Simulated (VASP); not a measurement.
Write the native input for VASP 6.6.1 that does the following.

```yaml
Task: single point
Functional: LDA
Potentials_or_basis: VASP PAW LDA potentials, release 64 (Na_pv)
Cutoff: 520 eV
k_mesh: 11 × 11 × 6
Occupations: fermi-dirac, width 0.05 eV
Spin: no spin polarisation
Dipole_correction: no
Further_INCAR_settings: ALGO = Normal; EDIFF = 1e-07; NBANDS = 14
```

The structure of Na lies in POSCAR:

```
Na
1.0
    3.7544022380      0.0000000000      0.0000000000
   -1.8772011190      3.2514077141      0.0000000000
    0.0000000000      0.0000000000      6.1334179065
Na
2
Direct
    0.3333333333      0.6666666667      0.2500000000
    0.6666666667      0.3333333333      0.7500000000
```

This cell differs from its parent crystal: volume scaled by 0.99.

One way to write it, as run:

INCAR

```
SYSTEM = Na
PREC = Accurate
ENCUT = 520
EDIFF = 1E-7
ISMEAR = -1
SIGMA = 0.05
LREAL = .FALSE.
LASPH = .TRUE.
NELM = 60
ALGO = Normal
ISIF = 2
LWAVE = .FALSE.
LCHARG = .TRUE.
LELF = .TRUE.
LVHAR = .TRUE.
NBANDS = 14
```

KPOINTS

```
regular mesh
0
G
  11 11 6
  0 0 0
```

Potentials or basis: VASP PAW LDA potentials, release 64 (Na_pv).

Run with:

```bash
$ cat potpaw_LDA.64/Na_pv/POTCAR > POTCAR
$ mpirun -np 1 vasp_std > vasp.out
```

Results of the run:

| Property | Result |
| --- | --- |
| Pressure | -0.8 GPa |
| Band gap on the k mesh | zero (band 7 reaches 1.92 eV, above the bottom of band 8 at -2.11 eV) |

Run time: 20 s on 1 thread of Intel(R) Xeon(R) Platinum 8559C (Emerald Rapids) (shared host), peak memory 0.18 GiB.
